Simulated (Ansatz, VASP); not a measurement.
PbS: VASP beside Ansatz

INCAR

```
ALGO = Normal
EDIFF = 1E-6
ENCUT = 520
GGA = PS
ISIF = 2
ISMEAR = 0
LASPH = True
LCHARG = False
LREAL = False
LWAVE = False
NBANDS = 28
NELM = 60
PREC = Accurate
SIGMA = 0.01
```

File KPOINTS:

```
k-points
0
Gamma
  6 6 1
```

The input POSCAR:

```
PbS
1.0
    2.9828240000     -2.9853070000      0.0000000000
    2.9828240000      2.9853070000      0.0000000000
   -2.0983280000      0.0000000000     22.2066720000
Pb S
2 2
Direct
    0.7325610000      0.7221170000      0.9356980000
    0.2778830000      0.2674390000      0.0643020000
    0.2459460000      0.2157900000      0.9443730000
    0.7842100000      0.7540540000      0.0556270000
```

Input for Ansatz:

```yaml
crystal:
  lattice:
    - [2.982824, -2.985307, 0.0]
    - [2.982824, 2.985307, 0.0]
    - [-2.098328, 0.0, 22.206672]
  atoms:
    - { symbol: Pb, position: [0.732561, 0.722117, 0.935698] }
    - { symbol: Pb, position: [0.277883, 0.267439, 0.064302] }
    - { symbol: S, position: [0.245946, 0.21579, 0.944373] }
    - { symbol: S, position: [0.78421, 0.754054, 0.055627] }
kpoints:
  mp_grid: { grid: [6, 6, 1] }
  band_path:
    path:
      - [-0.5037, -0.4963, 0.5]
      - [-0.5, -0.5, 0.5]
      - [0.0, 0.0, 0.0]
      - [-0.5, 0.5, 0.0]
    npoints: 4
hamiltonian:
  xc: pbesol
scf:
  n_extra_bands: 6
  occupations: { method: fixed }
output:
  write_density: true
```

Alike in both runs: task single point; functional PBEsol; k mesh 6 × 6 × 1; no spin polarisation.

```csv
,VASP,Ansatz
version,VASP 6.6.1,Ansatz 0.2.0
potentials or method,"VASP PAW PBE potentials, release 64 (Pb_d, S)","plane waves, PAW"
plane-wave cutoff (eV),520,420
occupations,"gaussian, width 0.01 eV",fixed
valence electrons in the cell,40,40
```

```tsv
	VASP	Ansatz	Ansatz less VASP
gap on the k mesh at the Fermi level (eV)	2.06	2.06	-0.001
```

VASP's potentials were made for PBE, not for PBEsol.

Spin-orbit coupling is off throughout.
